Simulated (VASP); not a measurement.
# H (I4/mmm) in VASP: notebook

H is run at these levels: PBE; tasks: single point.

Everything below comes from runs of VASP 6.6.1. Logs are shortened: lines on timing, memory, paths and dates and some standing lists are left out, and cuts for length are marked.

## Step 1: The cell of the first run

It takes space group I4/mmm (No. 139, tetragonal). The conventional cell has a = 3.710 Å, b = 3.710 Å, c = 4.571 Å, α = 90.00°, β = 90.00°, γ = 90.00°. Within 1.0 Å of H (site symmetry 4mm) lie 1 H at 0.75 Å.

## Step 2: Single point, PBE

INCAR

```
SYSTEM = H
PREC     = Accurate       ! precision mode
ENCUT    = 520            ! plane-wave cutoff, eV
EDIFF    = 1E-7           ! SCF threshold, eV
ISMEAR   = 0              ! smearing method
SIGMA    = 0.02           ! smearing width, eV
LREAL    = .FALSE.        ! projectors in reciprocal space
LASPH    = .TRUE.         ! aspherical terms in the spheres
NELM     = 60             ! most SCF steps
ALGO     = Normal         ! electronic algorithm
ISIF     = 2              ! what is computed and relaxed
LWAVE    = .FALSE.        ! write WAVECAR
LCHARG   = .FALSE.        ! write CHGCAR
GGA      = PE             ! functional
NBANDS   = 10             ! bands
```

KPOINTS

```
Automatic mesh
0
G
  6 6 6
  0 0 0
```

POSCAR

```
H
1.0
    3.7097913310      0.0000000000      0.0000000000
    0.0000000000      3.7097913310      0.0000000000
    0.0000000000      0.0000000000      4.5711795732
H
4
Direct
    0.0000000000      0.0000000000      0.9178920220
    0.0000000000      0.0000000000      0.0821079780
    0.5000000000      0.5000000000      0.4178920220
    0.5000000000      0.5000000000      0.5821079780
```

Potentials or basis: VASP PAW PBE potentials, release 64 (H).

Command:

```
$ cat potpaw_PBE.64/H/POTCAR > POTCAR
$ mpirun -np 1 vasp_std > vasp.out
```

OUTCAR:

```text
SYSTEM = H
   PREC = Accurate
   ENCUT = 520
   EDIFF = 1E-7
   ISMEAR = 0
   LREAL = .FALSE.
   LASPH = .TRUE.
   NELM = 60
   ISIF = 2
   GGA = PE

 ion  position               nearest neighbor table
   1  0.000  0.000  0.918-   2 0.75
   2  0.000  0.000  0.082-   1 0.75
   3  0.500  0.500  0.418-   4 0.75
   4  0.500  0.500  0.582-   3 0.75

  LATTYP: Found a simple tetragonal cell.
 ALAT       =     3.7097913310
 C/A-ratio  =     1.2321931789

  Lattice vectors:

 A1 = (   3.7097913310,   0.0000000000,   0.0000000000)
 A2 = (   0.0000000000,   3.7097913310,   0.0000000000)
 A3 = (   0.0000000000,   0.0000000000,   4.5711795732)

Analysis of symmetry for initial positions (statically):
=====================================================================
 Subroutine PRICEL returns following result:

  LATTYP: Found a body centered tetragonal cell.
 ALAT       =     3.7097913310
 C/A-ratio  =     1.2321931789

  Lattice vectors:

 A1 = (  -1.8548956655,  -1.8548956655,  -2.2855897866)
 A2 = (   1.8548956655,   1.8548956655,  -2.2855897866)
 A3 = (   1.8548956655,  -1.8548956655,   2.2855897866)

   2 primitive cells build up your supercell.

 Routine SETGRP: Setting up the symmetry group for a
 simple tetragonal supercell.

 Subroutine GETGRP returns: Found 16 space group operations
 (whereof 16 operations were pure point group operations)
 out of a pool of 16 trial point group operations.

The static configuration has the point symmetry D_4h.

Analysis of symmetry for dynamics (positions and initial velocities):
=====================================================================
 Subroutine PRICEL returns following result:

  LATTYP: Found a body centered tetragonal cell.
 ALAT       =     3.7097913310
 C/A-ratio  =     1.2321931789

  Lattice vectors:

 A1 = (  -1.8548956655,  -1.8548956655,  -2.2855897866)
 A2 = (   1.8548956655,   1.8548956655,  -2.2855897866)
 A3 = (   1.8548956655,  -1.8548956655,   2.2855897866)

   2 primitive cells build up your supercell.

 Routine SETGRP: Setting up the symmetry group for a
 simple tetragonal supercell.

 Subroutine GETGRP returns: Found 16 space group operations
[... 100 lines left out ...]
   LASPH  =      T    aspherical Exc in radial PAW
   ENCUT  =  520.0 eV  38.22 Ry    6.18 a.u.   6.90  6.90  8.50*2*pi/ulx,y,z
   NELM   =     60;   NELMIN=  2; NELMDL= -5     # of ELM steps
   EDIFF  = 0.1E-06   stopping-criterion for ELM
   LREAL  =      F    real-space projection
   EDIFFG = 0.1E-05   stopping-criterion for IOM
   NSW    =      0    number of steps for IOM
   IBRION =     -1    ionic relax: 0-MD 1-quasi-New 2-CG
   NFREE  =      0    steps in history (QN), initial steepest desc. (CG)
   ISIF   =      2    stress and relaxation
   ISYM   =      2    0-nonsym 1-usesym 2-fastsym
   POTIM  = 0.5000    time-step for ionic-motion
   TEBEG  =    0.0;   TEEND  =   0.0 temperature during run
   PSTRESS=    0.0 pullay stress
   NELECT =       4.0000    total number of electrons
   NUPDOWN=      -1.0000    fix difference up-down
   EMIN   =  10.00;   EMAX   =-10.00  energy-range for DOS
   EFERMI =   0.00;   METHOD = LEGACY
   ISMEAR =     0;   SIGMA  =   0.02  broadening in eV -4-tet -1-fermi 0-gaus
   EFERMI_NEDOS =   21; number of points for ismear=-14 and -15
   IALGO  =     38    algorithm
   IMIX   =      4    mixing-type and parameters
     AMIX     =   0.40;   BMIX     =  1.00
     AMIX_MAG =   1.60;   BMIX_MAG =  1.00
  volume/ion in A,a.u.               =      15.73       106.14
  Fermi-wavevector in a.u.,A,eV,Ry     =   0.653410  1.234766  5.808933  0.426945
  Thomas-Fermi vector in A             =   1.723641
   LORBIT       =      0    0 simple, 1 ext, 2 COOP (PROOUT), +10 PAW based schemes
   GGA     = PE    functional components
   LHFCALC =     F    Hartree Fock is set to
   AEXX    =    0.0000 exact exchange contribution
   IVDW    =     0    specifies the selected vdW correction
   LEPSILON=     F    determine dielectric tensor
   LRPA    =     F    only Hartree local field effects (RPA)
 non-spin polarized calculation
 Gauss-broadening in eV      SIGMA  =   0.02
  energy-cutoff  :      520.00
  volume of cell :       62.91
 maximum number of plane-waves:      1708
 NGX is ok and might be reduce to    28

 number of electron       3.9999999 magnetization

 Free energy of the ion-electron system (eV)
  ---------------------------------------------------
  ext. energy  EPLUGINS =         0.00000000
  ---------------------------------------------------
  free energy    TOTEN  =       -13.57973368 eV

  energy without entropy =      -13.57973368  energy(sigma->0) =      -13.57973368

 E-fermi :  -8.7011     XC(G=0):  -4.6576

 val. band max:       -8.8272022180   @ k =   0.0000   0.0000   0.0000
 cond. band min:       0.4478544564   @ k =   0.5000   0.0000   0.5000
 fundamental gap:      9.2750566745
 Fermi energy:        -8.7011238754

 k-point     1 :       0.0000    0.0000    0.0000
  band No.  band energies     occupation
      1     -10.2389      2.00000
      2      -8.8272      2.00000
      3       1.2991      0.00000
      4       3.2983      0.00000
      5       5.9871      0.00000
      6       6.4202      0.00000
      7       6.4202      0.00000
      8       6.8708      0.00000
      9       8.4494      0.00000
     10      12.2423      0.00000
[... 287 lines left out ...]
 k-point    24 :       0.5000    0.0000    0.3333
  band No.  band energies     occupation
      1      -9.3210      2.00000
      2      -9.3210      2.00000
      3       0.7348      0.00000
      4       0.7348      0.00000
      5       5.8268      0.00000
      6       5.8268      0.00000
      7       9.0370      0.00000
      8       9.0370      0.00000
      9       9.4756      0.00000
     10       9.4756      0.00000

 [... further k-points ...]
[... 5 lines left out ...]
  --------------------------------------------------------------------------------------
  -------------------------------------------------------------------------------------
  Total       -0.0511354     -0.0511354     -0.0750064      0.0000000      0.0000000     -0.0000000
  in kB       -1.3022821     -1.3022821     -1.9102127      0.0000000      0.0000000     -0.0000000
  external PRESSURE =      -1.5049256 kB  Pullay stress =       0.0000000 kB

 VOLUME and BASIS-vectors are now :
 -----------------------------------------------------------------------------
  energy-cutoff  :      520.00
  volume of cell :       62.91
      direct lattice vectors                 reciprocal lattice vectors
     3.709791331  0.000000000  0.000000000     0.269556940  0.000000000  0.000000000
     0.000000000  3.709791331  0.000000000     0.000000000  0.269556940  0.000000000
     0.000000000  0.000000000  4.571179573     0.000000000  0.000000000  0.218761916

 POSITION                                       TOTAL-FORCE (eV/Angst)
 -----------------------------------------------------------------------------------
      0.00000      0.00000      4.19585         0.000000     -0.000000      0.008693
      0.00000      0.00000      0.37533        -0.000000     -0.000000     -0.008693
      1.85490      1.85490      1.91026        -0.000000      0.000000      0.008693
      1.85490      1.85490      2.66092         0.000000      0.000000     -0.008693
 -----------------------------------------------------------------------------------
    total drift:                                0.000000      0.000000      0.000000

  FREE ENERGIE OF THE ION-ELECTRON SYSTEM (eV)
  ---------------------------------------------------
  free  energy   TOTEN  =       -13.5797336785 eV

  energy  without entropy=      -13.5797336785  energy(sigma->0) =      -13.57973368
```

OSZICAR:

```text
N       E                     dE             d eps       ncg     rms          rms(c)
DAV:   1    -0.100473511840E+02   -0.10047E+02   -0.12196E+03   800   0.272E+02
DAV:   2    -0.146721592013E+02   -0.46248E+01   -0.45689E+01  1086   0.385E+01
DAV:   3    -0.148021066340E+02   -0.12995E+00   -0.12985E+00   964   0.532E+00
DAV:   4    -0.148024473060E+02   -0.34067E-03   -0.34067E-03   874   0.320E-01
DAV:   5    -0.148024486979E+02   -0.13919E-05   -0.13919E-05   904   0.208E-02    0.626E+00
DAV:   6    -0.139707584999E+02    0.83169E+00   -0.37616E-01   838   0.219E+00    0.341E+00
DAV:   7    -0.135723290224E+02    0.39843E+00   -0.88212E-01   834   0.344E+00    0.413E-01
DAV:   8    -0.135826441521E+02   -0.10315E-01   -0.17208E-02   814   0.573E-01    0.284E-01
DAV:   9    -0.135796952008E+02    0.29490E-02   -0.60203E-03   836   0.282E-01    0.196E-02
DAV:  10    -0.135797209945E+02   -0.25794E-04   -0.10923E-04   856   0.600E-02    0.754E-03
DAV:  11    -0.135797332404E+02   -0.12246E-04   -0.90298E-06   838   0.235E-02    0.383E-03
DAV:  12    -0.135797336133E+02   -0.37289E-06   -0.24545E-07   880   0.321E-03    0.901E-04
DAV:  13    -0.135797336785E+02   -0.65287E-07   -0.73276E-08   838   0.159E-03
   1 F= -.13579734E+02 E0= -.13579734E+02  d E =-.288013E-21
```

stdout:

```text
POSCAR found type information on POSCAR H
 POSCAR found :  1 types and       4 ions
 scaLAPACK will be used
 LDA part: xc-table for (Slater+PW92), standard interpolation
 POSCAR, INCAR and KPOINTS ok, starting setup
 FFT: planning ... GRIDC
 FFT: planning ... GRID_SOFT
 FFT: planning ... GRID
 WAVECAR not read
 entering main loop
```

Wall time 16 s (1 thread of AMD EPYC 9R45 (Zen 5), shared host); peak memory 0.13 GiB.

What came out:

* Free energy: -13.5797 eV
* Pressure: -0.2 GPa
* Largest force: 0.009 eV/Å
* Band gap on the k mesh: 9.28 eV

Forces on the atoms (eV/Å):
```
H    0.000  0.000  0.009
H    0.000  0.000 -0.009
H    0.000  0.000  0.009
H    0.000  0.000 -0.009
```

## Step 3: Single point, PBE

This run uses another cell than the first one: it holds 2 atoms, not 4.

INCAR

```
ALGO = Normal ; EDIFF = 1E-6
ENCUT = 520 ; GGA = PE
ISIF = 2 ; ISMEAR = 0
LASPH = True ; LCHARG = True
LELF = True ; LREAL = False
LVHAR = True ; LWAVE = False
NBANDS = 8 ; NELM = 60
PREC = Accurate ; SIGMA = 0.05
```

KPOINTS

```
k-points
0
Gamma
  8 8 8
```

POSCAR

```
H
1.0
   -1.8548676378      1.8548676378      2.2855640979
    1.8548676378     -1.8548676378      2.2855640979
    1.8548676378      1.8548676378     -2.2855640979
H
2
Direct
    0.9178910720      0.9178910720      0.0000000000
    0.0821089280      0.0821089280      0.0000000000
```

Potentials or basis: VASP PAW PBE potentials, release 64 (H).

Command:

```
$ cat potpaw_PBE.64/H/POTCAR > POTCAR
$ mpirun -np 1 vasp_std > vasp.out
```

Run time: 6.6 s. Hardware: 1 thread of Intel Xeon 6975P-C (Granite Rapids), shared host; peak memory 0.14 GiB.

Results (log left out):

- Free energy: -6.7898 eV
- Pressure: -0.1 GPa
- Largest force: 0.009 eV/Å
- Band gap on the k mesh: 9.28 eV, indirect (least direct gap 9.75 eV)

Forces on the atoms (eV/Å):
```
H    0.000  0.000  0.009
H    0.000  0.000 -0.009
```

Levels at points of the mesh, in eV from the valence-band top:
```csv
k point,band 1,band 2,band 3,band 4
"(0.00, 0.00, 0.00)",-1.41,12.13,15.70,21.07
"(0.50, 0.00, 0.00)",-0.47,9.28,15.48,17.12
"(0.50, 0.50, 0.00)",-0.34,10.77,13.30,15.09
"(0.50, 0.50, 0.50)",0.00,10.13,14.81,15.25
```
